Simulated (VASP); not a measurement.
Set up this calculation in VASP 6.6.1, as the native input.

```yaml
Task: single point
Functional: PBE
Potentials_or_basis: VASP PAW PBE potentials, release 64 (V_sv)
Cutoff: 520 eV
k_mesh: 20 × 20 × 20
Occupations: methfessel-paxton, width 0.1 eV
Spin: no spin polarisation
Dipole_correction: no
Further_INCAR_settings: ALGO = Normal; EDIFF = 1e-07; NBANDS = 12
```

The structure of V lies in POSCAR:

```
V
1.0
   -1.4983746242      1.4983746242      1.4983746242
    1.4983746242     -1.4983746242      1.4983746242
    1.4983746242      1.4983746242     -1.4983746242
V
1
Direct
    0.0000000000      0.0000000000      0.0000000000
```

The input as run:

INCAR

```
SYSTEM = V
ALGO     = Normal         ! electronic algorithm
EDIFF    = 1E-7           ! SCF threshold, eV
ENCUT    = 520            ! plane-wave cutoff, eV
GGA      = PE             ! functional
ISIF     = 2              ! what is computed and relaxed
ISMEAR   = 1              ! smearing method
LASPH    = .TRUE.         ! aspherical terms in the spheres
LCHARG   = .FALSE.        ! write CHGCAR
LREAL    = .FALSE.        ! projectors in reciprocal space
LWAVE    = .FALSE.        ! write WAVECAR
NBANDS   = 12             ! bands
NELM     = 100            ! most SCF steps
PREC     = Accurate       ! precision mode
SIGMA    = 0.1            ! smearing width, eV
```

KPOINTS

```
k-points
0
G
  20 20 20
  0 0 0
```

Potentials or basis: VASP PAW PBE potentials, release 64 (V_sv).

The run is started by

```console
$ cat potpaw_PBE.64/V_sv/POTCAR > POTCAR
$ mpirun -np 1 vasp_std > vasp.out
```

Results of the run:

* Pressure: 0.2 GPa

Run time: 32 s on 1 thread of AMD EPYC 7R43 64-Core Processor (Zen 3) (shared host), peak memory 0.12 GiB.
